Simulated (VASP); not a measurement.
**CO2: single point with PBEsol**

Crystal: CO2.

```
C O
1.0
     5.16194    0.00000    0.00000
     0.00000    5.79994    0.00000
     0.00000    0.00000    5.36494
C O
4 8
Cartesian
  0.0000 0.0000 0.0000
  2.5810 0.0000 2.6825
  2.5810 2.9000 0.0000
  0.0000 2.9000 2.6825
  0.5996 0.6737 0.6232
  1.9814 5.1262 3.3056
  3.1806 2.2263 4.7418
  4.5623 3.5737 2.0593
  4.5623 5.1262 4.7418
  3.1806 0.6737 2.0593
  1.9814 3.5737 0.6232
  0.5996 2.2263 3.3056
```

This cell differs from its parent crystal: normal strain along x -0.1100, normal strain along z -0.0750.

* Program: VASP 6.6.1
* Task: single point
* Functional: PBEsol
* Potentials or basis: VASP PAW PBE potentials, release 64 (C, O)
* Cutoff: 520 eV
* k mesh: 4 × 4 × 4
* Occupations: gaussian, width 0.05 eV
* Spin: no spin polarisation
* Dipole correction: no
* Further INCAR settings: ALGO = Normal; EDIFF = 1e-06; NBANDS = 44

| Quantity | Value |
| --- | --- |
| Pressure | 31.1 GPa |
| Largest force | 10.444 eV/Å |
| Band gap on the k mesh | 7.32 eV |

Forces on the atoms (eV/Å):
```
C    0.000  0.000  0.000
C    0.000  0.000  0.000
C    0.000  0.000  0.000
C    0.000  0.000  0.000
O    5.748  6.407  5.916
O   -5.748 -6.407  5.916
O    5.748 -6.407 -5.916
O   -5.748  6.407 -5.916
O   -5.748 -6.407 -5.916
O    5.748  6.407 -5.916
O   -5.748  6.407  5.916
O    5.748 -6.407  5.916
```

Stress tensor (GPa, compression positive):
```
28.64  0.00  0.00
 0.00 34.29  0.00
 0.00  0.00 30.26
```

Levels at points of the mesh, in eV from the valence-band top:
```tsv
k point	band 29	band 30	band 31	band 32	band 33	band 34	band 35	band 36
(0.00, 0.00, 0.00)	-0.32	-0.29	-0.25	0.00	7.32	9.05	9.16	9.25
(0.50, 0.00, 0.00)	-0.41	-0.41	-0.23	-0.23	8.96	8.96	9.00	9.00
(0.00, 0.50, 0.00)	-0.47	-0.47	-0.14	-0.14	8.61	8.61	8.97	8.97
(0.50, 0.50, 0.00)	-0.39	-0.39	-0.39	-0.39	8.97	8.97	8.97	8.97
(0.00, 0.00, 0.50)	-0.42	-0.42	-0.22	-0.22	8.87	8.87	9.14	9.14
(0.50, 0.00, 0.50)	-0.38	-0.38	-0.38	-0.38	8.98	8.98	8.98	8.98
(0.00, 0.50, 0.50)	-0.40	-0.40	-0.40	-0.40	9.00	9.00	9.00	9.00
(0.50, 0.50, 0.50)	-0.38	-0.38	-0.38	-0.38	9.12	9.12	9.12	9.12
```

Wall time 100 s on 1 thread of Intel(R) Xeon(R) 6975P-C (Granite Rapids), with other jobs on the host, peak memory 0.31 GiB.

Caveat: the cell differs from its parent crystal (normal strain along x -0.1100, normal strain along z -0.0750); the cell stands under pressure; this functional lacks dispersion, which holds the molecules together, so the pressure and a relaxed volume are unreliable; the PAW data sets were made with another functional, which shifts forces and pressure a little. A k mesh can miss the band edges.
